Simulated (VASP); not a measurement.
# C: single point with HSE06

Crystal: C.

```
C
1.0
     0.00000    1.78012    1.69112
     1.78012    0.00000    1.69112
     1.78012    1.78012    0.00000
C
2
Cartesian
  0.0000 0.0000 0.0000
  0.8901 0.8901 0.8456
```

This cell differs from its parent crystal: uniaxial z strain -5.0%.

```yaml
Program: VASP 6.6.1
Task: single point
Functional: HSE06
Potentials_or_basis: VASP PAW PBE potentials, release 64 (C)
Cutoff: 520 eV
k_mesh: 8 × 8 × 8
Occupations: gaussian, width 0.01 eV
Spin: no spin polarisation
Dipole_correction: no
Grid_for_exact_exchange_PRECFOCK: Normal
Further_INCAR_settings: ALGO = Normal; EDIFF = 1e-06; NBANDS = 11
Share_of_exact_exchange: 0.25
Screening_parameter: 0.2079 1/Å
```

- Pressure: 20.7 GPa
- Band gap on the k mesh: 4.01 eV (least direct gap 6.19 eV)

Stress tensor (GPa, compression positive):
```
 3.88  0.00  0.00
 0.00  3.88  0.00
 0.00  0.00 54.29
```

Levels at points of the mesh, in eV from the valence-band top:
```csv
k point,band 1,band 2,band 3,band 4,band 5,band 6,band 7,band 8
"(0.00, 0.00, 0.00)",-24.88,-0.80,-0.80,0.00,6.19,6.87,6.87,16.08
"(0.50, 0.00, 0.00)",-18.30,-15.82,-4.24,-3.26,9.24,9.44,11.40,17.64
"(0.50, 0.50, 0.00)",-14.43,-14.43,-8.31,-8.31,4.66,4.66,19.76,19.76
"(0.50, 0.00, 0.50)",-15.32,-15.32,-7.47,-7.47,5.96,5.96,19.37,19.37
```

It took 23 min on 1 thread of AMD EPYC 7R13 (shared host), peak memory 0.22 GiB.

Caveat: the cell differs from its parent crystal (uniaxial z strain -5.0%); the stress differs along the axes, from 4 to 54 GPa; the PAW data sets were made with another functional, which shifts forces and pressure a little. A k mesh can miss the band edges.
